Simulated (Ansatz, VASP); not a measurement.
# Two plane-wave programs on Ag3Sb2

```
Ag Sb
1.0
     2.72748    1.57471    4.79453
    -2.72748    1.57471    4.79453
     0.00000   -3.14942    4.79453
Ag Sb
3 2
Direct
  0.50000 0.50000 0.00000
  0.00000 0.50000 0.50000
  0.50000 0.00000 0.50000
  0.10991 0.10991 0.10991
  0.89009 0.89009 0.89009
```

Alike in both runs: functional PBE; k mesh 4 × 4 × 4; occupations gaussian, width 0.2 eV; no spin polarisation.

Ansatz relaxed the structure, and its values are those at the end. VASP's run is a single point on that final structure, the one shown.

|  | VASP | Ansatz |
| --- | --- | --- |
| version | VASP 6.6.1 | Ansatz 0.2.0 |
| potentials or method | VASP PAW PBE potentials, release 64 (Ag, Sb), cutoff 500 eV | scalar-relativistic, plane waves, PAW |
| valence electrons in the cell | 43 | 87 |

|  | VASP | Ansatz | Ansatz less VASP |
| --- | --- | --- | --- |
| gap on the k mesh at the Fermi level (eV) | none | none | - |
| pressure (GPa) | -0.1 | 0.0 | +0.09 |
| rms of the force components (eV/Å) | 0.009 | 0.010 | +0.0011 |

A gap of «none» marks a metal or a gap that the smearing closes. VASP's potentials hold 43 valence electrons a cell and Ansatz's 87, so a difference there can come from the potentials and not from the codes.

Spin-orbit coupling is off throughout.
